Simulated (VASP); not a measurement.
Write the native input for VASP 6.6.1 that does the following.

| Item | Value |
| --- | --- |
| Task | single point |
| Functional | PBE |
| Potentials or basis | VASP PAW PBE potentials, release 64 (Ni, O) |
| Cutoff | 520 eV |
| k mesh | 18 × 18 × 18 |
| Occupations | gaussian, width 0.1 eV |
| Spin | collinear spin, ferromagnetic start |
| Starting moments | [1.64, 0.34] μB |
| Dipole correction | no |
| Further INCAR settings | ALGO = Normal; EDIFF = 1e-07; NBANDS = 19 |

The structure of NiO lies in POSCAR:

```
NiO
1.0
    0.0000000000      2.1082515881      2.1082515881
    2.1082515881      0.0000000000      2.1082515881
    2.1082515881      2.1082515881      0.0000000000
Ni O
1 1
Direct
    0.0000000000      0.0000000000      0.0000000000
    0.5000000000      0.5000000000      0.5000000000
```

These files were run (other wordings do the same):

INCAR

```
ALGO     = Normal         # electronic algorithm
EDIFF    = 1E-7           # SCF threshold, eV
ENCUT    = 520            # plane-wave cutoff, eV
GGA      = PE             # functional
ISIF     = 2              # what is computed and relaxed
ISMEAR   = 0              # smearing method
ISPIN    = 2              # spin polarisation
LASPH    = True           # aspherical terms in the spheres
LCHARG   = False          # write CHGCAR
LMAXMIX  = 4              # l up to which the mixer works
LORBIT   = 11             # projections on sites
LREAL    = False          # projectors in reciprocal space
LWAVE    = False          # write WAVECAR
MAGMOM   = 1.64 0.34      # initial moments
NBANDS   = 19             # bands
NELM     = 150            # most SCF steps
PREC     = Accurate       # precision mode
SIGMA    = 0.1            # smearing width, eV
```

KPOINTS

```
k-points
0
Gamma
  18 18 18
```

Potentials or basis: VASP PAW PBE potentials, release 64 (Ni, O).

Run with:

```console
$ cat potpaw_PBE.64/Ni/POTCAR potpaw_PBE.64/O/POTCAR > POTCAR
$ mpirun -np 1 vasp_std > vasp.out
```

Results of the run:

```json
{
  "Pressure": "-0.4 GPa",
  "Net moment": "1.77 μB per cell",
  "Site moments": "Ni +1.45; O +0.27 μB",
  "Valence electrons inside the program's atomic spheres": "Ni 8.93; O 4.97"
}
```

Caveat: a cell with one magnetic atom can't hold antiferromagnetic order, which such compounds often take.

Run time: 3.8 min on 1 thread of Oxide Virtual Turin-like Processor, on a shared host, peak memory 0.2 GiB.
